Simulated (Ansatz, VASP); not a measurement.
# TePb in VASP and in Ansatz

```
CELL_PARAMETERS angstrom
0.00000 3.22700 3.22700
3.22700 0.00000 3.22700
3.22700 3.22700 0.00000
ATOMIC_POSITIONS crystal
Te 0.48357 0.50000 0.50000
Pb 0.00000 0.00000 0.00000
```

Change from the starting cell: all Te atoms moved +0.075 Å, as atom 1 towards its neighbour atom 1 (Te) at 4.564 Å.

Alike in both runs: task single point; functional r2SCAN; k mesh 8 × 8 × 8; occupations gaussian, width 0.05 eV; no spin polarisation.

|  | VASP | Ansatz |
| --- | --- | --- |
| version | VASP 6.6.1 | Ansatz 0.2.0 |
| potentials or method | VASP PAW PBE potentials, release 64 (Te, Pb_d), cutoff 520 eV | scalar-relativistic, plane waves, PAW |
| valence electrons in the cell | 20 | 30 |

VASP gave:

- gap on the k mesh at the Fermi level (eV): 1.02
- least direct gap on the mesh (eV): 1.02
- pressure (GPa): 1.8
- traceless stress, the component that is largest in VASP (GPa): -0.07
- rms of the force components (eV/Å): 0.024

Estimate Ansatz's values.

gap on the k mesh at the Fermi level (eV): 1.02; least direct gap on the mesh (eV): 1.02; pressure (GPa): 1.8; traceless stress, the component that is largest in VASP (GPa): -0.07; rms of the force components (eV/Å): 0.022.

VASP's potentials were made for PBE, not for r2SCAN. Atom by atom the forces differ by 0.001 eV/Å (rms over components). VASP's potentials hold 20 valence electrons a cell and Ansatz's 30, so a difference there can come from the potentials and not from the codes.

Spin-orbit coupling is off throughout.
